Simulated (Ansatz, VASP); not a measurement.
# One calculation of Yb, two programs

```
Yb
1.0
    -1.99180    1.99180    1.99180
     1.99180   -1.99180    1.99180
     1.99180    1.99180   -1.99180
Yb
1
Cartesian
  0.0000 0.0000 0.0000
```

Alike in both runs: task single point; functional LDA; k mesh 13 × 13 × 13; occupations fermi-dirac, width 0.1 eV; no spin polarisation.

|  | VASP | Ansatz |
| --- | --- | --- |
| version | VASP 6.6.1 | Ansatz 0.2.0 |
| potentials or method | VASP PAW PBE potentials, release 64 (Yb), cutoff 520 eV | plane waves (420 eV) with PAW, scalar-relativistic |
| valence electrons in the cell | 24 | 24 |

|  | VASP | Ansatz | Ansatz less VASP |
| --- | --- | --- | --- |
| pressure (GPa) | -2.1 | -1.8 | +0.30 |

VASP's potentials were made for PBE, not for LDA, and Ansatz warns of the same on its side. LDA's correlation is that of Perdew and Zunger in VASP and of Perdew and Wang (1992) in Ansatz.

Spin-orbit coupling is off throughout.
